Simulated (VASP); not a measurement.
Wanted: the native input for a VASP 6.6.1 run.

* Task: single point
* Functional: LDA
* Potentials or basis: VASP PAW LDA potentials, release 64 (Ir, C)
* Cutoff: 520 eV
* k mesh: 12 × 12 × 1
* Occupations: gaussian, width 0.1 eV
* Spin: collinear spin
* Starting moments: [0.0, 0.0, 0.0, 2.0] μB
* Dipole correction: yes
* Further INCAR settings: ALGO = Normal; EDIFF = 1e-06; NBANDS = 28

The structure of Ir3C lies in POSCAR:

```
Ir3C
1.0
    2.6946510889      0.0000000000      0.0000000000
   -1.3473255444      2.3336362973      0.0000000000
    0.0000000000      0.0000000000     21.2769546740
Ir C
3 1
Direct
    0.6666666667      0.3333333333      0.1879968286
    0.3333333333      0.6666666667      0.2885049938
    0.0000000000      0.0000000000      0.3890103072
    0.1111111111     -0.1111111111      0.4985184598
```

These files were run (other wordings do the same):

INCAR

```
PREC = Accurate
ENCUT = 520
EDIFF = 1E-6
ISMEAR = 0
SIGMA = 0.1
LREAL = False
LASPH = True
NELM = 150
ALGO = Normal
ISIF = 2
LWAVE = False
LCHARG = False
ISPIN = 2
MAGMOM = 0 0 0 2
LORBIT = 11
LMAXMIX = 4
LDIPOL = True
IDIPOL = 3
DIPOL = 0.5 0.5 0.341
NBANDS = 28
```

KPOINTS

```
Automatic mesh
0
Gamma
  12 12 1
```

Potentials or basis: VASP PAW LDA potentials, release 64 (Ir, C).

Command:

```console
$ cat potpaw_LDA.64/Ir/POTCAR potpaw_LDA.64/C/POTCAR > POTCAR
$ mpirun -np 1 vasp_std > vasp.out
```

Results of the run:

The largest force is 2.872 eV/Å and the net moment is 0.00 μB per cell. The valence electrons inside the program's atomic spheres are Ir 8.28, 8.54, 8.34; C 1.95.

Run time: 11 min on 1 thread of Intel Xeon 8259CL (shared host), peak memory 0.37 GiB.
